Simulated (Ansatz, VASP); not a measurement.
**Two plane-wave programs on SrO**

```
Sr O
1.0
     0.00000    2.54435    2.54435
     2.54435    0.00000    2.54435
     2.54435    2.54435    0.00000
Sr O
1 1
Cartesian
  2.5444 2.5444 2.5444
  0.0000 0.0000 0.0000
```

Alike in both runs: task single point; functional PBE; k mesh 8 × 8 × 8; occupations gaussian, width 0.02 eV; no spin polarisation.

|  | VASP | Ansatz |
| --- | --- | --- |
| version | VASP 6.6.1 | Ansatz 0.2.0 |
| potentials or method | VASP PAW PBE potentials, release 64 (Sr_sv, O), cutoff 520 eV | scalar-relativistic, plane waves, PAW |
| valence electrons in the cell | 16 | 16 |

Ansatz gave:

```
gap on the k mesh at the Fermi level (eV) : 3.30
least direct gap on the mesh (eV)         : 3.35
pressure (GPa)                            : 6.0
```

Q: Which values does VASP return?

A: gap on the k mesh at the Fermi level (eV): 3.24; least direct gap on the mesh (eV): 3.31; pressure (GPa): 6.7.
